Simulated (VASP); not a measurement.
A run of VASP 6.6.1 is set up as follows.

File INCAR:

```
SYSTEM = Mo
ALGO = Normal ; EDIFF = 1E-6
ENCUT = 500 ; GGA = PE
GGA_COMPAT = .False. ; ISIF = 2
ISMEAR = -1 ; LASPH = .True.
LCHARG = .True. ; LELF = .True.
LREAL = .False. ; LVHAR = .True.
LWAVE = .False. ; NBANDS = 21
NELM = 120 ; PREC = Accurate
SIGMA = 0.1
```

File KPOINTS:

```
k-points
0
Gamma
  10 10 6
  0 0 0
```

The input POSCAR:

```
Mo
1.0
    2.6419863460      0.0000000000      0.0000000000
   -1.3209931730      2.2880272921      0.0000000000
    0.0000000000      0.0000000000      4.4488228957
Mo
2
Direct
    0.3333333333      0.6666666667      0.2500000000
    0.6666666667      0.3333333333      0.7500000000
```

Potentials or basis: VASP PAW PBE potentials, release 64 (Mo_sv).

Launch:

```sh
$ cat potpaw_PBE.64/Mo_sv/POTCAR > POTCAR
$ mpirun -np 1 vasp_std > vasp.out
```

Problem. What does it give for the pressure?

Solution. 61.0 GPa.

Problem. What does it give for the band gap on the k mesh?

Solution. Zero (band 14 reaches 16.05 eV, above the bottom of band 15 at 13.75 eV).

Stress tensor (GPa, compression positive):
```
61.07  0.00  0.00
 0.00 61.07  0.00
 0.00  0.00 60.94
```
